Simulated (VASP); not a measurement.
Wanted: the native input for a VASP 6.6.1 run.

```
Task                   : single point
Functional             : PBEsol
Potentials or basis    : VASP PAW PBE potentials, release 64 (Re_sv_GW)
Cutoff                 : 560 eV
k mesh                 : 11 × 11 × 11
Occupations            : fermi-dirac, width 0.1 eV
Spin                   : no spin polarisation
Dipole correction      : no
Further INCAR settings : ALGO = Normal; EDIFF = 1e-06; NBANDS = 22
```

The structure of Re lies in POSCAR:

```
Re
1.0
    0.0000000000      2.6808181283      2.6808181283
    2.6808181283      0.0000000000      2.6808181283
    2.6808181283      2.6808181283      0.0000000000
Re
2
Direct
    0.1250000000      0.1250000000      0.1250000000
    0.8750000000      0.8750000000      0.8750000000
```

This isn't the form of Re at room conditions, which is hcp.

The input as run:

INCAR

```
ALGO = Normal
EDIFF = 1E-6
ENCUT = 560
GGA = PS
GGA_COMPAT = F
ISIF = 2
ISMEAR = -1
LASPH = T
LCHARG = F
LREAL = F
LWAVE = F
NBANDS = 22
NELM = 120
PREC = Accurate
SIGMA = 0.1
```

KPOINTS

```
k-points
0
Gamma
  11 11 11
```

Potentials or basis: VASP PAW PBE potentials, release 64 (Re_sv_GW).

Run with:

```bash
$ cat potpaw_PBE.64/Re_sv_GW/POTCAR > POTCAR
$ mpirun -np 1 vasp_std > vasp.out
```

It gave:

```json
{"Pressure": "29.2 GPa", "Band gap on the k mesh": "zero (bands 15 and 16 overlap by 1.32 eV)"}
```

Caveat: the cell stands under pressure; the PAW data sets were made with another functional, which shifts forces and pressure a little; spin-orbit coupling is left out, which moves the levels of the heavy elements.

Wall time 55 s on 1 thread of Intel(R) Xeon(R) 6975P-C (Granite Rapids), with other jobs on the host, peak memory 0.2 GiB.
